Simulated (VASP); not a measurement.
A run of VASP 6.6.1:

Contents of INCAR:

```
SYSTEM = MgCd3Te4
  ALGO = Normal
  EDIFF = 1E-6
  EDIFFG = -0.01
  ENCUT = 600
  GGA = PE
  IBRION = 2
  ISIF = 3
  ISMEAR = 0
  LASPH = .TRUE.
  LCHARG = .FALSE.
  LREAL = .FALSE.
  LWAVE = .FALSE.
  NELM = 80
  NSW = 100
  PREC = Accurate
  SIGMA = 0.02
```

KPOINTS

```
k-points
0
G
  6 6 2
  0 0 0
```

Contents of POSCAR:

```
MgCd3Te4
1.0
    4.6605771000      0.0000000000      0.0000000000
   -2.3302886000      4.0361782000      0.0000000000
    0.0000000000      0.0000000000     15.2376581000
Mg Cd Te
1 3 4
Direct
    0.3333333000      0.6666667000      0.4972790000
    0.3333333000      0.6666667000      0.9989420000
    0.6666667000      0.3333333000      0.2513670000
    0.6666667000      0.3333333000      0.7471570000
    0.3333333000      0.6666667000      0.1873180000
    0.3333333000      0.6666667000      0.6829070000
    0.6666667000      0.3333333000      0.4396660000
    0.6666667000      0.3333333000      0.9353650000
```

Potentials or basis: VASP PAW PBE potentials, release 64 (Mg, Cd, Te).

The run is started by

```sh
$ cat potpaw_PBE.64/Mg/POTCAR potpaw_PBE.64/Cd/POTCAR potpaw_PBE.64/Te/POTCAR > POTCAR
$ mpirun -np 1 vasp_std > vasp.out
```

Hardware: 1 thread of Intel(R) Xeon(R) 6975P-C (Granite Rapids), on a shared host.

Task: Estimate the wall time of this run.

Result: It took 4 min on 1 thread of Intel(R) Xeon(R) 6975P-C (Granite Rapids) (shared host), peak memory 0.6 GiB. Counts: scf iterations 26, k points 14, ion steps 3.
